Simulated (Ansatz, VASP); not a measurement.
Two plane-wave programs on GaGe3

INCAR

```
SYSTEM = GaGe3
ALGO = Normal
EDIFF = 1E-6
ENCUT = 500
GGA = PE
GGA_COMPAT = .False.
ISIF = 2
ISMEAR = -1
LASPH = .True.
LCHARG = .True.
LELF = .True.
LREAL = .False.
LVHAR = .True.
LWAVE = .False.
NBANDS = 36
NELM = 120
PREC = Accurate
SIGMA = 0.02
```

File KPOINTS:

```
k-points
0
Gamma
  7 7 7
  0 0 0
```

POSCAR

```
GaGe3
1.0
    0.0000000000      3.3871670000      3.3871670000
    3.3871670000      0.0000000000      3.3871670000
    3.3871670000      3.3871670000      0.0000000000
Ge Ga
3 1
Direct
    0.5000000000      0.5000000000      0.5000000000
    0.7500000000      0.7500000000      0.7500000000
    0.2514761599      0.2514761599      0.2485238401
    0.0000000000      0.0000000000      0.0000000000
```

Input for Ansatz:

```yaml
crystal:
  lattice:
    - [0.0, 3.387167, 3.387167]
    - [3.387167, 0.0, 3.387167]
    - [3.387167, 3.387167, 0.0]
  atoms:
    - { symbol: Ge, position: [0.5, 0.5, 0.5] }
    - { symbol: Ge, position: [0.75, 0.75, 0.75] }
    - { symbol: Ge, position: [0.2514761599, 0.2514761599, 0.2485238401] }
    - { symbol: Ga, position: [0.0, 0.0, 0.0] }
hamiltonian:
  xc: pbe
  pseudopotentials: { kind: nc }
kpoints:
  mp_grid: { grid: [7, 7, 7] }
scf:
  occupations: { method: fermi_dirac, width: 0.02 }
  convergence: { dr2_threshold: 1.0e-11 }
basis:
  ecutwfc: 1100
output:
  forces: true
```

Alike in both runs: task single point; functional PBE; k mesh 7 × 7 × 7; occupations fermi-dirac, width 0.02 eV; no spin polarisation.

|  | VASP | Ansatz |
| --- | --- | --- |
| version | VASP 6.6.1 | Ansatz 0.2.0 |
| potentials or method | VASP PAW PBE potentials, release 64 (Ge_d, Ga_d), cutoff 500 eV | scalar-relativistic, plane waves |
| valence electrons in the cell | 55 | 55 |

|  | VASP | Ansatz | Ansatz less VASP |
| --- | --- | --- | --- |
| rms of the force components (eV/Å) | 0.006 | 0.006 | -0.0001 |

Atom by atom the forces differ by 0.000 eV/Å (rms over components). The functional is the same, so the differences come from potentials, cutoffs and numerics.
